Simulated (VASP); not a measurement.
Runs of VASP 6.6.1 on Hf3O. The structure is that of space group Pm-3m (No. 221), or close to it. The cells are those of the table. 

```csv
task,cell,k mesh,cutoff (eV),gap on the mesh (eV),pressure (GPa),relaxed volume (Å³/atom)
relaxation of cell and atoms,"relaxed from a = 4.211 Å, 4 atoms",12 × 12 × 12,600,none,0.1,18.63
single point,"a = 4.015 Å, 4 atoms",4 × 4 × 4,520,none,17.3,-
single point,"a = 4.217 Å, 4 atoms",12 × 12 × 12,520,none,(a),-
relaxation of cell and atoms,"relaxed from a = 4.015 Å, 4 atoms",4 × 4 × 4,600,none,-0.1,(b)
single point,"a = 4.211 Å, 4 atoms",4 × 4 × 4,520,none,-0.4,-
```

Alike in all rows: level PBE; potentials or basis VASP PAW PBE potentials, release 64 (Hf_pv, O); no spin polarisation; smearing gaussian 0.1 eV.

Task: Fill in the values left out.

Result: (a) -0.5; (b) 18.61.

Caveats: some runs use coarse meshes; spin-orbit coupling is left out, which moves the levels of the heavy elements.

A k mesh can miss the band edges, and the runs leave out spin-orbit coupling on Hf.

A gap of «none» marks levels without a gap at the run's occupations.
